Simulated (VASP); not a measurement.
# LiLu12 (a cell with a defect) in VASP: single point with PBE

Aim: the single point of LiLu12 (a cell with a defect) with PBE.

Program: VASP 6.6.1. These are calculated values, not measurements. Logs are shortened: lines on timing, memory, paths and dates and some standing lists are left out, and cuts for length are marked.

### 1 The cell of the first run

The cell holds a defect, 13 atoms: a = 7.020 Å, b = 10.530 Å, c = 5.563 Å, α = 90.00°, β = 90.00°, γ = 120.00°.

### 2 Single point, PBE

The input, INCAR:

```
SYSTEM = LiLu12
PREC = Accurate
ENCUT = 520
EDIFF = 1E-6
ISMEAR = -1
SIGMA = 0.05
LREAL = .FALSE.
LASPH = .TRUE.
NELM = 60
ALGO = Normal
ISIF = 2
LWAVE = .FALSE.
LCHARG = .TRUE.
GGA = PE
LVHAR = .TRUE.
NBANDS = 164
KPAR = 4
```

The input, KPOINTS:

```
Automatic mesh
0
G
  3 2 3
  0 0 0
```

The input, POSCAR:

```
LiLu12
1.0
    7.0200000000      0.0000000000      0.0000000000
   -5.2650000000      9.1192480000      0.0000000000
    0.0000000000      0.0000000000      5.5633500000
Lu Li
12 1
Direct
    0.0089374147     -0.0274562616      0.0015955818
    0.1679807049      0.2216508624      0.5233125248
    0.0465247639      0.3852660590      0.0091309658
    0.1772459746      0.5672338118      0.5124633859
   -0.0104016831      0.6625204584      0.0110712854
    0.1572650381      0.8813580674      0.5040183653
    0.4434728070     -0.0301579721      0.0004791809
    0.6689141816      0.2243349943      0.5253539753
    0.4939074543      0.3220163348      0.0256326765
    0.6575835878      0.5497834400      0.5186587947
    0.5111868927      0.6779279329      0.0165110555
    0.6704196216      0.8916084897      0.5121937018
    0.8376356420      0.1224569830      0.0781585063
```

Potentials or basis: VASP PAW PBE potentials, release 64 (Lu, Li_sv).

Launch:

```sh
> cat potpaw_PBE.64/Lu/POTCAR potpaw_PBE.64/Li_sv/POTCAR > POTCAR
> mpirun -np 4 vasp_std > vasp.out
```

OUTCAR:

```text
SYSTEM = LiLu12
   PREC = Accurate
   ENCUT = 520
   EDIFF = 1E-6
   ISMEAR = -1
   LREAL = .FALSE.
   LASPH = .TRUE.
   NELM = 60
   ISIF = 2
   GGA = PE

 ion  position               nearest neighbor table
   1  0.009  0.973  0.002-  13 2.45   7 3.06   5 3.20   6 3.27   6 3.29  11 3.32  12 3.43   2 3.50
                            12 3.52   9 3.55   2 3.69
   2  0.168  0.222  0.523-  13 3.19   9 3.41   9 3.43  10 3.45  12 3.48   8 3.50   1 3.50   8 3.52
                             3 3.53   6 3.55   4 3.61   3 3.65   1 3.69
   3  0.047  0.385  0.009-  13 2.43   5 3.14  11 3.18   4 3.22   4 3.26   9 3.52   2 3.53   8 3.56
                             9 3.59   2 3.65   8 3.70
   4  0.177  0.567  0.512-   3 3.22   3 3.26   6 3.38  11 3.43   5 3.43  12 3.44   5 3.44  11 3.46
                            10 3.47  10 3.56   8 3.59   2 3.61
   5  0.990  0.663  0.011-   3 3.14   1 3.20   7 3.21   6 3.39  10 3.40   4 3.43   4 3.44  11 3.44
                             6 3.46  10 3.47   9 3.53  11 3.58
   6  0.157  0.881  0.504-   7 3.27   1 3.27   1 3.29   7 3.30   4 3.38   5 3.39   5 3.46  12 3.47
                            10 3.50   2 3.55  12 3.55   8 3.60
   7  0.443  0.970  0.000-  13 2.45   1 3.06   5 3.21   6 3.27   6 3.30  11 3.34  12 3.45   8 3.53
                             9 3.55  12 3.55   8 3.74
   8  0.669  0.224  0.525-  13 3.16   9 3.40   9 3.40  10 3.47   2 3.50  12 3.51   2 3.52   7 3.53
                             3 3.56   4 3.59   6 3.60   3 3.70   7 3.74
   9  0.494  0.322  0.026-   8 3.40   8 3.40   2 3.41   2 3.43  10 3.44  10 3.50   3 3.52   5 3.53
                             7 3.55   1 3.55   3 3.59  11 3.69
  10  0.658  0.550  0.519-   5 3.40   9 3.44   2 3.45  11 3.45   8 3.47   4 3.47   5 3.47  11 3.47
                             6 3.50   9 3.50  12 3.56   4 3.56
  11  0.511  0.678  0.017-   3 3.18   1 3.32   7 3.34  12 3.38  12 3.42   4 3.43   5 3.44  10 3.45
                             4 3.46  10 3.47   5 3.58   9 3.69
  12  0.670  0.892  0.512-  13 3.20  11 3.38  11 3.42   1 3.43   4 3.44   7 3.45   6 3.47   2 3.48
                             8 3.51   1 3.52   6 3.55   7 3.55  10 3.56
  13  0.838  0.122  0.078-   3 2.43   7 2.45   1 2.45   8 3.16   2 3.19  12 3.20

  LATTYP: Found a simple monoclinic cell.
 ALAT       =     7.0200000000
 B/A-ratio  =     0.7925000000
 C/A-ratio  =     1.3228757252
 COS(beta)  =    -0.1889822265

  Lattice vectors:

 A1 = (   7.0200000000,   0.0000000000,   0.0000000000)
 A2 = (   0.0000000000,   0.0000000000,   5.5633500000)
 A3 = (  -1.7550000000,  -9.1192480000,   0.0000000000)

Analysis of symmetry for initial positions (statically):
=====================================================================
 Subroutine PRICEL returns:
 Original cell was already a primitive cell.

 Routine SETGRP: Setting up the symmetry group for a
 simple monoclinic supercell.

 Subroutine GETGRP returns: Found  1 space group operations
 (whereof  1 operations were pure point group operations)
 out of a pool of  4 trial point group operations.

The static configuration has the point symmetry C_1 .

Analysis of symmetry for dynamics (positions and initial velocities):
=====================================================================
 Subroutine PRICEL returns:
 Original cell was already a primitive cell.

 Routine SETGRP: Setting up the symmetry group for a
 simple monoclinic supercell.

 Subroutine GETGRP returns: Found  1 space group operations
 (whereof  1 operations were pure point group operations)
 out of a pool of  4 trial point group operations.

The dynamic configuration has the point symmetry C_1 .

 Subroutine INISYM returns: Found  1 space group operations
 (whereof  1 operations are pure point group operations),
 and found     1 'primitive' translations

----------------------------------------------------------------------------------------

                                     Primitive cell

  volume of cell :     356.1496

  direct lattice vectors                    reciprocal lattice vectors
     7.020000000  0.000000000  0.000000000     0.142450142  0.082243624  0.000000000
    -5.265000000  9.119248000  0.000000000     0.000000000  0.109658165  0.000000000
     0.000000000  0.000000000  5.563350000     0.000000000  0.000000000  0.179747814

  length of vectors
[... 70 lines left out ...]
|                                                                             |
 -----------------------------------------------------------------------------

 Subroutine IBZKPT returns following result:
 ===========================================

 Found     10 irreducible k-points:

 Following reciprocal coordinates:
            Coordinates               Weight
  0.000000  0.000000  0.000000      1.000000
  0.333333 -0.000000  0.000000      2.000000
  0.000000  0.500000  0.000000      1.000000
  0.333333  0.500000  0.000000      2.000000
  0.000000  0.000000  0.333333      2.000000
  0.333333 -0.000000  0.333333      2.000000
 -0.333333  0.000000  0.333333      2.000000
  0.000000  0.500000  0.333333      2.000000
  0.333333  0.500000  0.333333      2.000000
 -0.333333  0.500000  0.333333      2.000000
   k-points           NKPTS =     10   k-points in BZ     NKDIM =     10   number of bands    NBANDS=    164
   number of dos      NEDOS =    301   number of ions     NIONS =     13
   total plane-waves  NPLWV = 181440
   dimension x,y,z NGX =    54 NGY =   80 NGZ =   42
   dimension x,y,z NGXF=   108 NGYF=  160 NGZF=   84
   ions per type =              12   1
   NGX,Y,Z   is equivalent  to a cutoff of  12.79, 12.63, 12.55 a.u.
   NGXF,Y,Z  is equivalent  to a cutoff of  25.58, 25.26, 25.10 a.u.
 SYSTEM =  LiLu12
   PREC   = accura    normal or accurate (medium, high low for compatibility)
   ISTART =      0    job   : 0-new  1-cont  2-samecut
   ICHARG =      2    charge: 1-file 2-atom 10-const
   ISPIN  =      1    spin polarized calculation?
   LNONCOLLINEAR =      F non collinear calculations
   LSORBIT =      F    spin-orbit coupling
   LASPH  =      T    aspherical Exc in radial PAW
   ENCUT  =  520.0 eV  38.22 Ry    6.18 a.u.  13.05 19.58 10.34*2*pi/ulx,y,z
   NELM   =     60;   NELMIN=  2; NELMDL= -5     # of ELM steps
   EDIFF  = 0.1E-05   stopping-criterion for ELM
   LREAL  =      F    real-space projection
   EDIFFG = 0.1E-04   stopping-criterion for IOM
   NSW    =      0    number of steps for IOM
   IBRION =     -1    ionic relax: 0-MD 1-quasi-New 2-CG
   NFREE  =      0    steps in history (QN), initial steepest desc. (CG)
   ISIF   =      2    stress and relaxation
   ISYM   =      2    0-nonsym 1-usesym 2-fastsym
   POTIM  = 0.5000    time-step for ionic-motion
   TEBEG  =    0.0;   TEEND  =   0.0 temperature during run
   PSTRESS=    0.0 pullay stress
   NELECT =     303.0000    total number of electrons
   NUPDOWN=      -1.0000    fix difference up-down
   EMIN   =  10.00;   EMAX   =-10.00  energy-range for DOS
   EFERMI =   0.00;   METHOD = LEGACY
   ISMEAR =    -1;   SIGMA  =   0.05  broadening in eV -4-tet -1-fermi 0-gaus
   EFERMI_NEDOS =   21; number of points for ismear=-14 and -15
   IALGO  =     38    algorithm
   IMIX   =      4    mixing-type and parameters
     AMIX     =   0.40;   BMIX     =  1.00
     AMIX_MAG =   1.60;   BMIX_MAG =  1.00
  volume/ion in A,a.u.               =      27.40       184.88
  Fermi-wavevector in a.u.,A,eV,Ry     =   1.551237  2.931413 32.740199  2.406337
  Thomas-Fermi vector in A             =   2.655785
   LORBIT       =      0    0 simple, 1 ext, 2 COOP (PROOUT), +10 PAW based schemes
   GGA     = PE    functional components
   LHFCALC =     F    Hartree Fock is set to
   AEXX    =    0.0000 exact exchange contribution
   IVDW    =     0    specifies the selected vdW correction
   LEPSILON=     F    determine dielectric tensor
   LRPA    =     F    only Hartree local field effects (RPA)
 non-spin polarized calculation
  energy-cutoff  :      520.00
  volume of cell :      356.15
 maximum number of plane-waves:      9605
 NGX is ok and might be reduce to    54
   NGX = 27   NGY = 39   NGZ = 21

 number of electron     302.9999987 magnetization

 Free energy of the ion-electron system (eV)
  ---------------------------------------------------
  ext. energy  EPLUGINS =         0.00000000
  ---------------------------------------------------
  free energy    TOTEN  =       -54.44732105 eV

  energy without entropy =      -54.28115724  energy(sigma->0) =      -54.36423914

 E-fermi :   2.2312     XC(G=0): -10.6533

 val. band max:        2.2114033977   @ k =  -0.3333   0.0000   0.3333
 cond. band min:       2.2355238296   @ k =   0.3333  -0.0000   0.3333
 fundamental gap:      0.0241204319
 Fermi energy:         2.2311840681

 k-point     1 :       0.0000    0.0000    0.0000
  band No.  band energies     occupation
      1     -54.0199      2.00000
      2     -54.0017      2.00000
      3     -53.9882      2.00000
      4     -53.9730      2.00000
      5     -53.9677      2.00000
      6     -53.9250      2.00000
[... 1649 lines left out ...]
    162       3.5577      0.00000
    163       3.5969      0.00000
 [bands above 163 left out]

------------------------ aborting loop because EDIFF is reached ----------------------------------------

  FORCE on cell =-STRESS in cart. coord.  units (eV):
  Direction    XX          YY          ZZ          XY          YZ          ZX
  --------------------------------------------------------------------------------------
  -------------------------------------------------------------------------------------
  Total        5.7472044      7.6221281     -2.7643140     -0.0564877      0.2721367      0.0169025
  in kB       25.8544144     34.2889591    -12.4355625     -0.2541159      1.2242362      0.0760379
  external PRESSURE =      15.9026037 kB  Pullay stress =       0.0000000 kB

 VOLUME and BASIS-vectors are now :
 -----------------------------------------------------------------------------
  energy-cutoff  :      520.00
  volume of cell :      356.15
      direct lattice vectors                 reciprocal lattice vectors
     7.020000000  0.000000000  0.000000000     0.142450142  0.082243624  0.000000000
    -5.265000000  9.119248000  0.000000000     0.000000000  0.109658165  0.000000000
     0.000000000  0.000000000  5.563350000     0.000000000  0.000000000  0.179747814

 POSITION                                       TOTAL-FORCE (eV/Angst)
 -----------------------------------------------------------------------------------
     -5.05770      8.86887      0.00888         0.042716     -0.000032      0.017238
      0.01223      2.02129      2.91137         0.015045      0.019955     -0.001192
     -1.70182      3.51334      0.05080         0.001433     -0.048452      0.017293
     -1.74222      5.17275      2.85101        -0.000614      0.006272     -0.006498
      3.45881      6.04169      0.06159        -0.009097     -0.014864      0.003790
     -3.53635      8.03732      2.80403        -0.005962      0.016667     -0.014734
     -1.99304      8.84423      0.00267        -0.035527      0.012059      0.019419
      3.51465      2.04577      2.92273        -0.013021      0.021422     -0.003905
      1.77181      2.93655      0.14260         0.003462     -0.000818     -0.006668
      1.72163      5.01361      2.88548        -0.000122     -0.007213     -0.004128
      0.01924      6.18219      0.09186         0.006498      0.003438     -0.007457
      0.01203      8.13080      2.84951         0.001391     -0.046575     -0.003781
      5.23547      1.11672      0.43482        -0.006203      0.038141     -0.009378
 -----------------------------------------------------------------------------------
    total drift:                                0.000857      0.002247     -0.000122

  FREE ENERGIE OF THE ION-ELECTRON SYSTEM (eV)
  ---------------------------------------------------
  free  energy   TOTEN  =       -54.4473210477 eV

  energy  without entropy=      -54.2811572373  energy(sigma->0) =      -54.36423914
```

Wall time 8.6 min (4 MPI ranks of Intel Xeon Platinum 8259CL at 2.50GHz (Skylake/Cascade Lake), shared host); peak memory 0.7 GiB.

Results:

| Quantity | Value |
| --- | --- |
| Free energy | -54.4473 eV |
| Largest force | 0.051 eV/Å |
| Band gap on the k mesh | zero (an odd number of electrons rules out a gap without spin polarisation) |

Forces on the atoms (eV/Å):
```
Lu   0.043  0.000  0.017
Lu   0.015  0.020 -0.001
Lu   0.001 -0.048  0.017
Lu  -0.001  0.006 -0.006
Lu  -0.009 -0.015  0.004
Lu  -0.006  0.017 -0.015
Lu  -0.036  0.012  0.019
Lu  -0.013  0.021 -0.004
Lu   0.003 -0.001 -0.007
Lu   0.000 -0.007 -0.004
Lu   0.006  0.003 -0.007
Lu   0.001 -0.047 -0.004
Li  -0.006  0.038 -0.009
```

Caveat: the k points lie up to 0.38 Å⁻¹ apart, too coarse for converged energies and pressures of a metal; the cutoff is under 1.25 times the usual one of these potentials, so pressure, stress and relaxed cells hold a basis-set (Pulay) error; spin-orbit coupling is left out, which moves the levels of the heavy elements.

The gap in the log of VASP goes by the Fermi energy; the results here count the filled bands.